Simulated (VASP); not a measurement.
# GaN: single point with PBE

The system is GaN.

```xyz
4
Lattice="3.1831 0.0000 0.0000 -1.5916 2.7567 0.0000 0.0000 0.0000 5.1836" Properties=species:S:1:pos:R:3 pbc="T T T"
Ga    0.0000    1.8378   -0.0046
Ga    1.5916    0.9189    2.5872
N     0.0000    1.8378    1.9485
N     1.5916    0.9189    4.5403
```

```json
{
  "Program": "VASP 6.6.1",
  "Task": "single point",
  "Functional": "PBE",
  "Potentials or basis": "VASP PAW PBE potentials, release 64 (Ga_d, N)",
  "Cutoff": "520 eV",
  "k mesh": "9 × 9 × 4",
  "Occupations": "gaussian, width 0.01 eV",
  "Spin": "no spin polarisation"
}
```

```json
{"Pressure": "6.3 GPa", "Largest force": "0.005 eV/Å", "Band gap on the k mesh": "1.94 eV, direct"}
```

Forces on the atoms (eV/Å):
```
Ga   0.000  0.000  0.005
Ga   0.000  0.000  0.005
N    0.000  0.000 -0.005
N    0.000  0.000 -0.005
```

Stress tensor (GPa, compression positive):
```
6.23 0.00 0.00
0.00 6.23 0.00
0.00 0.00 6.34
```

Levels at points of the mesh, in eV from the valence-band top:
```csv
k point,band 15,band 16,band 17,band 18,band 19,band 20,band 21,band 22
"(0.00, 0.00, 0.00)",-1.04,-0.04,0.00,0.00,1.94,4.28,9.22,9.92
"(0.00, 0.00, 0.50)",-0.53,-0.53,-0.53,-0.53,4.28,4.28,8.49,8.49
```

It took 74 s on 1 thread of AMD EPYC 7R43 64-Core Processor (Zen 3) (shared host), peak memory 0.14 GiB.

A hybrid or GW would open this gap; PBE tends to underestimate it.
